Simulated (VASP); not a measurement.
Write the native input for VASP 6.6.1 that does the following.

- Task: single point
- Functional: LDA
- Potentials or basis: VASP PAW LDA potentials, release 64 (Sn_d, O)
- Cutoff: 520 eV
- k mesh: 10 × 10 × 10
- Occupations: gaussian, width 0.05 eV
- Spin: no spin polarisation
- Dipole correction: no
- Further INCAR settings: ALGO = Normal; EDIFF = 1e-07; NBANDS = 35

The structure of SnO2 lies in POSCAR:

```
SnO2
1.0
   -1.9240059028      1.9240059028      5.4240941853
    1.9240059028     -1.9240059028      5.4240941853
    1.9240059028      1.9240059028     -5.4240941853
Sn O
2 4
Direct
    0.7500000000      0.2500000000      0.5000000000
    0.0000000000      0.0000000000      0.0000000000
    0.7969975836      0.7969975836      0.0000000000
    0.9530024164      0.4530024164      0.5000000000
    0.2030024164      0.2030024164      0.0000000000
    0.5469975836      0.0469975836      0.5000000000
```

This cell differs from its parent crystal: ratio of the length along z to the lengths across it x 1.1, volume and fractional coordinates fixed.

One way to write it, as run:

INCAR

```
SYSTEM = SnO2
PREC = Accurate ; ENCUT = 520
EDIFF = 1E-7 ; ISMEAR = 0
SIGMA = 0.05 ; LREAL = .False.
LASPH = .True. ; NELM = 60
ALGO = Normal ; ISIF = 2
LWAVE = .False. ; LCHARG = .True.
GGA = CA ; LELF = .True.
LVHAR = .True. ; NBANDS = 35
```

KPOINTS

```
regular mesh
0
Gamma
  10 10 10
  0 0 0
```

Potentials or basis: VASP PAW LDA potentials, release 64 (Sn_d, O).

The run is started by

```sh
$ cat potpaw_LDA.64/Sn_d/POTCAR potpaw_LDA.64/O/POTCAR > POTCAR
$ mpirun -np 1 vasp_std > vasp.out
```

It gave:

```yaml
Pressure: 1.2 GPa
Largest_force: 0.897 eV/Å
Band_gap_on_the_k_mesh: 1.52 eV, indirect (least direct gap 1.91 eV)
```

Caveat: spin-orbit coupling is left out, which moves the levels of the heavy elements.

Wall time 8.8 min on 1 thread of Intel(R) Xeon(R) Platinum 8259CL CPU @ 2.50GHz (Skylake/Cascade Lake) (shared host), peak memory 0.4 GiB.
